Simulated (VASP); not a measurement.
Here is a VASP 6.6.1 calculation.

Contents of INCAR:

```
  PREC = Accurate
  ENCUT = 600
  EDIFF = 1E-6
  ISMEAR = -1
  SIGMA = 0.08
  LREAL = F
  LASPH = T
  NELM = 60
  ALGO = Normal
  ISIF = 3
  LWAVE = F
  LCHARG = F
  IBRION = 2
  NSW = 32
  EDIFFG = -0.005
  PSTRESS = 3000.0
```

File KPOINTS:

```
regular mesh
0
Gamma
  17 17 10
```

File POSCAR:

```
Hg
1.0
    2.5210088363      0.0000000000      0.0000000000
   -1.2605044181      2.1832576954      0.0000000000
    0.0000000000      0.0000000000      4.0983350454
Hg
2
Direct
    0.3333333333      0.6666666667      0.2500000000
    0.6666666667      0.3333333333      0.7500000000
```

Potentials or basis: VASP PAW LDA potentials, release 64 (Hg).

Launch:

```sh
$ cat potpaw_LDA.64/Hg/POTCAR > POTCAR
$ mpirun -np 1 vasp_std > vasp.out
```

Task: Estimate the space group after relaxing (to 0.1 Å).

Result: P6_3/mmc (No. 194).

Task: Estimate the band gap on the k mesh.

Result: Zero (bands 12 and 13 overlap by 1.56 eV).

Task: What does it give for the relaxed cell?

Result: a = 2.535 Å, b = 2.535 Å, c = 4.119 Å, α = 90.00°, β = 90.00°, γ = 120.00°.

Task: Estimate the relaxed volume.

Result: 11.46 Å³/atom.

Step by step:
```tsv
step	energy change (eV)	largest force (eV/Å)	pressure (GPa)	volume (Å³)
1	0.0000	0.0000	321.79	22.56
2	-6.7299	0.0000	114.77	27.95
3	-0.7817	0.0000	297.28	22.96
4	-0.6963	0.0000	299.97	22.92
5	-0.6827	0.0000	300.38	22.91
6	-0.6851	0.0000	300.32	22.91
7	-0.6846	0.0000	300.33	22.91
8	-0.6895	0.0000	300.15	22.91
9	-0.6937	0.0000	300.03	22.91
```

Caveat: the cell is relaxed towards a set pressure, so the run minimises the enthalpy, not the energy; spin-orbit coupling is left out, which moves the levels of the heavy elements.
